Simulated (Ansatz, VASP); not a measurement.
## One calculation of MgS, two programs

```
Mg S
1.0
     0.00000    2.59127    2.59127
     2.59127    0.00000    2.59127
     2.59127    2.59127    0.00000
Mg S
1 1
Direct
  0.00000 0.00000 0.00000
  0.50000 0.50000 0.50000
```

Alike in both runs: functional PBEsol; k mesh 6 × 6 × 6; occupations gaussian, width 0.02 eV; no spin polarisation.

Ansatz relaxed the structure, and its values are those at the end. VASP's run is a single point on that final structure, the one shown.

```csv
,VASP,Ansatz
version,VASP 6.6.1,Ansatz 0.2.0
potentials or method,"VASP PAW PBE potentials, release 64 (Mg, S), cutoff 600 eV","scalar-relativistic, plane waves, PAW"
valence electrons in the cell,8,16
```

|  | VASP | Ansatz | Ansatz less VASP |
| --- | --- | --- | --- |
| gap on the k mesh at the Fermi level (eV) | 2.73 | 2.72 | -0.003 |
| least direct gap on the mesh (eV) | 3.69 | 3.69 | 0.000 |
| pressure (GPa) | -0.2 | 0.0 | +0.19 |

VASP's potentials were made for PBE, not for PBEsol. VASP's potentials hold 8 valence electrons a cell and Ansatz's 16, so a difference there can come from the potentials and not from the codes.
